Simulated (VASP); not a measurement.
Input of a VASP 6.6.1 run:

Contents of INCAR:

```
  PREC = Accurate
  ENCUT = 600
  EDIFF = 1E-6
  ISMEAR = 0
  SIGMA = 0.1
  LREAL = False
  LASPH = True
  NELM = 120
  ALGO = Normal
  ISIF = 2
  LWAVE = False
  LCHARG = False
  GGA = PE
  NBANDS = 40
  GGA_COMPAT = False
```

The input KPOINTS:

```
Automatic mesh
0
Gamma
  6 6 4
```

The input POSCAR:

```
Ta2N
1.0
    6.6152683163     -0.0000000037      0.0000000000
   -3.3076341549      5.7289904166      0.0000000000
    0.0000000000      0.0000000000      2.9454606100
Ta N
4 2
Direct
    0.5000000000      0.0000000000      0.5000000000
    0.0000000000      0.5000000000      0.5000000000
    0.5000000000      0.5000000000      0.5000000000
    0.0000000000      0.0000000000      0.0000000000
    0.3333333333      0.6666666667      0.5000000000
    0.6666666667      0.3333333333      0.5000000000
```

Potentials or basis: VASP PAW PBE potentials, release 64 (Ta_sv_GW, N).

Command:

```console
$ cat potpaw_PBE.64/Ta_sv_GW/POTCAR potpaw_PBE.64/N/POTCAR > POTCAR
$ mpirun -np 1 vasp_std > vasp.out
```

(1) Predict the band gap on the k mesh.

(2) Estimate the pressure.

## Answers

(1) zero (band 31 reaches 7.58 eV, above the bottom of band 32 at 6.71 eV).

(2) 0.0 GPa.

Caveat: the k points lie up to 0.53 Å⁻¹ apart; spin-orbit coupling is left out, which moves the levels of the heavy elements.
